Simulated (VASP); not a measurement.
Write the native input for VASP 6.6.1 that does the following.

```
Task                   : single point
Functional             : PBEsol
Potentials or basis    : VASP PAW PBE potentials, release 64 (Be)
Cutoff                 : 520 eV
k mesh                 : 24 × 24 × 14
Occupations            : gaussian, width 0.15 eV
Spin                   : no spin polarisation
Dipole correction      : no
Further INCAR settings : ALGO = Normal; EDIFF = 1e-07; NBANDS = 9
```

The structure of Be lies in POSCAR:

```
Be
1.0
    2.2420144353      0.0000000000      0.0000000000
   -1.1210072177      1.9416414566      0.0000000000
    0.0000000000      0.0000000000      3.4208550000
Be
2
Direct
    0.3333333333      0.6666666667      0.2500000000
    0.6666666667      0.3333333333      0.7500000000
```

This cell differs from its parent crystal: strain -0.025 along x and y, -0.050 along z.

The input as run:

INCAR

```
PREC = Accurate ; ENCUT = 520
EDIFF = 1E-7 ; ISMEAR = 0
SIGMA = 0.15 ; LREAL = F
LASPH = T ; NELM = 60
ALGO = Normal ; ISIF = 2
LWAVE = F ; LCHARG = F
GGA = PS ; NBANDS = 9
```

KPOINTS

```
regular mesh
0
Gamma
  24 24 14
```

Potentials or basis: VASP PAW PBE potentials, release 64 (Be).

Launch:

```sh
$ cat potpaw_PBE.64/Be/POTCAR > POTCAR
$ mpirun -np 1 vasp_std > vasp.out
```

Results of the run:

```yaml
Pressure: 7.9 GPa
Band_gap_on_the_k_mesh: zero (bands 2 and 3 overlap by 2.28 eV)
```

Caveat: the cell differs from its parent crystal (strain -0.025 along x and y, -0.050 along z); the cell stands under pressure; the PAW data sets were made with another functional, which shifts forces and pressure a little.

Wall time 26 s on 1 thread of Intel(R) Xeon(R) Platinum 8488C (Sapphire Rapids) (shared host), peak memory 0.16 GiB.
